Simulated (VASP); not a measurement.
A run of VASP 6.6.1 is set up as follows.

Contents of INCAR:

```
SYSTEM = SrErAs3
PREC     = Accurate       ! precision mode
ENCUT    = 500            ! plane-wave cutoff, eV
EDIFF    = 1E-7           ! SCF threshold, eV
ISMEAR   = 0              ! smearing method
SIGMA    = 0.1            ! smearing width, eV
LREAL    = .False.        ! projectors in reciprocal space
LASPH    = .True.         ! aspherical terms in the spheres
NELM     = 200            ! most SCF steps
ALGO     = Normal         ! electronic algorithm
ISIF     = 3              ! what is computed and relaxed
LWAVE    = .False.        ! write WAVECAR
LCHARG   = .False.        ! write CHGCAR
GGA      = PE             ! functional
IBRION   = 2              ! ionic algorithm
NSW      = 100            ! ionic steps
EDIFFG   = -0.01          ! ionic threshold
GGA_COMPAT= .False.      
NELMIN   = 4            
LMAXMIX  = 6              ! l up to which the mixer works
```

File KPOINTS:

```
regular mesh
0
Gamma
  8 8 8
  0 0 0
```

The input POSCAR:

```
SrErAs3
1.0
    5.4016584283      0.0000000000      0.0000000000
    0.0000000000      5.4016584283      0.0000000000
    0.0000000000      0.0000000000      5.4016584283
Sr Er As
1 1 3
Direct
    0.0000000000      0.0000000000      0.0000000000
    0.5000000000      0.5000000000      0.5000000000
    0.5000000000      0.0000000000      0.0000000000
    0.0000000000      0.5000000000      0.0000000000
    0.0000000000      0.0000000000      0.5000000000
```

Potentials or basis: VASP PAW PBE potentials, release 64 (Sr_sv, Er_3, As), 4f in core.

The run is started by

```bash
$ cat potpaw_PBE.64/Sr_sv/POTCAR potpaw_PBE.64/Er_3/POTCAR potpaw_PBE.64/As/POTCAR > POTCAR
$ mpirun -np 1 vasp_std > vasp.out
```

Problem. Predict the band gap on the k mesh.

Solution. Zero (bands 17 and 18 overlap by 0.52 eV).

Problem. Estimate the relaxed volume.

Solution. 31.40 Å³/atom.

Problem. Predict the relaxed cell.

Solution. a = 5.394 Å, b = 5.394 Å, c = 5.394 Å, α = 90.00°, β = 90.00°, γ = 90.00°.

Problem. Estimate the space group after relaxing (to 0.1 Å).

Solution. Pm-3m (No. 221).

The path:
| step | energy change (eV) | largest force (eV/Å) | pressure (GPa) | volume (Å³) |
| --- | --- | --- | --- | --- |
| 1 | 0.0000 | 0.0000 | -0.14 | 157.61 |
| 2 | -0.0003 | 0.0000 | -0.01 | 156.98 |

Caveat: spin-orbit coupling is left out, which moves the levels of the heavy elements; the 4f electrons are frozen in the core, so they carry no moment and show no levels. Spin polarisation is off, so any magnetic state and its effect on volume and gap are missing.
